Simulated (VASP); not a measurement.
The system is Sc3As.

```
Sc As
1.0
    -1.92787    2.19388    4.93218
     1.92787   -2.19388    4.93218
     1.92787    2.19388   -4.93218
Sc As
3 1
Cartesian
  1.9279 0.0000 2.7027
  0.0000 2.1939 2.2295
  0.0000 0.0000 0.0000
  0.0000 0.0000 4.9322
```

* Program: VASP 6.6.1
* Task: relaxation of cell and atoms
* Functional: PBE
* Potentials or basis: VASP PAW PBE potentials, release 64 (Sc_sv, As)
* Cutoff: 600 eV
* k mesh: 6 × 6 × 6
* Occupations: gaussian, width 0.1 eV
* Spin: no spin polarisation

At the start: pressure 0.3 GPa; volume 20.86 Å³/atom.

Task: Where does the relaxation end?

Result: Over 12 steps the energy falls by 42.4 meV/atom and the volume is 21.44 Å³/atom (+2.8 %); space group Immm (No. 71, to 0.1 Å) before and after.

Step by step:
```csv
step,energy change (eV),largest force (eV/Å),pressure (GPa),volume (Å³)
1,0.0000,0.2269,0.31,83.44
2,-0.0210,0.2827,0.05,83.93
3,-0.0798,0.3739,-0.64,85.29
4,-0.0931,0.2937,-1.21,87.65
5,-0.1096,0.3664,-1.10,86.49
6,-0.1245,0.3209,-0.62,86.08
7,-0.1348,0.2339,0.20,85.46
8,-0.1462,0.2029,0.12,85.56
9,-0.1663,0.1113,-0.06,85.82
10,-0.1688,0.0709,-0.11,85.93
11,-0.1688,0.0661,-0.12,85.93
12,-0.1695,0.0297,0.08,85.75
```

Final structure:
```cif
data_structure
_symmetry_space_group_name_H-M 'P 1'
_symmetry_Int_Tables_number 1
_cell_length_a 5.9187
_cell_length_b 5.9187
_cell_length_c 5.9187
_cell_angle_alpha 144.700
_cell_angle_beta 133.747
_cell_angle_gamma 59.495
_cell_volume 85.75
loop_
_atom_site_label
_atom_site_type_symbol
_atom_site_fract_x
_atom_site_fract_y
_atom_site_fract_z
_atom_site_occupancy
Sc1 Sc 0.29082 0.79082 0.50000 1
Sc2 Sc 0.70918 0.20918 0.50000 1
Sc3 Sc 0.00000 0.00000 0.00000 1
As1 As 0.50000 0.50000 0.00000 1
```
